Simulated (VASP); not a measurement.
Runs of VASP 6.6.1 on TaN. The structure is that of space group P6/mmm (No. 191), or close to it. The cells are those of the table. 

| task | potentials or basis | cell | second run | gap on the mesh (eV) | pressure (GPa) |
| --- | --- | --- | --- | --- | --- |
| electric field gradients | VASP PAW LDA potentials, release 64 (Ta_sv_GW, N) | a = 5.185, b = 5.185, c = 2.908 Å, angles 90.0, 90.0, 120.0°, 6 atoms | valence_matched | none | -4.0 |
| single point | VASP PAW LDA potentials, release 64 (Ta_pv, N) | a = 5.185, b = 5.185, c = 2.908 Å, angles 90.0, 90.0, 120.0°, 6 atoms | - | none | -3.0 |
| electric field gradients | VASP PAW LDA potentials, release 64 (Ta_pv, N) | a = 5.185, b = 5.185, c = 2.879 Å, angles 90.0, 90.0, 120.0°, 6 atoms | - | none | (a) |
| single point | VASP PAW LDA potentials, release 64 (Ta_pv, N) | a = 5.185, b = 5.185, c = 2.850 Å, angles 90.0, 90.0, 120.0°, 6 atoms | - | none | 5.6 |
| electric field gradients | VASP PAW LDA potentials, release 64 (Ta_pv, N) | a = 5.185, b = 5.185, c = 2.908 Å, angles 90.0, 90.0, 120.0°, 6 atoms | - | none | -3.0 |
| electric field gradients | VASP PAW LDA potentials, release 64 (Ta_pv, N) | a = 5.185, b = 5.185, c = 2.937 Å, angles 90.0, 90.0, 120.0°, 6 atoms | - | none | -6.9 |
| single point | VASP PAW LDA potentials, release 64 (Ta_pv, N) | a = 5.185, b = 5.185, c = 2.937 Å, angles 90.0, 90.0, 120.0°, 6 atoms | - | none | -6.9 |
| single point | VASP PAW LDA potentials, release 64 (Ta_pv, N) | a = 5.185, b = 5.185, c = 2.995 Å, angles 90.0, 90.0, 120.0°, 6 atoms | - | none | -14.1 |

Alike in all rows: level LDA; no spin polarisation; k mesh 5 × 5 × 8; cutoff (eV) 520; smearing fermi-dirac 0.03 eV.

Question: Estimate the missing entries.

Answer: (a) 1.2.

Caveats: spin-orbit coupling is left out, which moves the levels of the heavy elements.

A k mesh can miss the band edges, and the runs leave out spin-orbit coupling on Ta.

A gap of «none» marks levels without a gap at the run's occupations.

The runs don't all hold the same shells in valence.
